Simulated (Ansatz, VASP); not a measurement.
**Sc2B2Sb: VASP beside Ansatz**

```
CELL_PARAMETERS angstrom
3.72088 0.00000 0.00000
-1.86044 3.22238 0.00000
0.00000 0.00000 7.99019
ATOMIC_POSITIONS crystal
Sc 0.00000 0.00000 0.63501
Sc 0.00000 0.00000 0.36499
B 0.33333 0.66667 0.50000
B 0.66667 0.33333 0.50000
Sb 0.00000 0.00000 0.00000
```

Alike in both runs: task relaxation of cell and atoms; functional PBE; k mesh 6 × 6 × 2; occupations gaussian, width 0.1 eV; no spin polarisation.

|  | VASP | Ansatz |
| --- | --- | --- |
| version | VASP 6.6.1 | Ansatz 0.2.0 |
| potentials or method | VASP PAW PBE potentials, release 64 (Sc_sv, B, Sb), cutoff 600 eV | scalar-relativistic, plane waves, PAW |
| valence electrons in the cell | 33 | 43 |

|  | VASP | Ansatz | Ansatz less VASP |
| --- | --- | --- | --- |
| gap on the k mesh at the Fermi level, each at its own relaxed structure (eV) | none | none | - |
| relaxed volume (Å³/atom) | 16.60 | 16.60 | +0.004 |
| relaxed length of the cell vector where the two differ most in proportion (Å) | 9.099 | 9.090 | -0.0093 |

A gap of «none» marks a metal or a gap that the smearing closes. VASP's potentials hold 33 valence electrons a cell and Ansatz's 43, so a difference there can come from the potentials and not from the codes.

The k mesh is coarse, so the values compare programs but aren't converged. Neither program's run includes spin-orbit coupling.
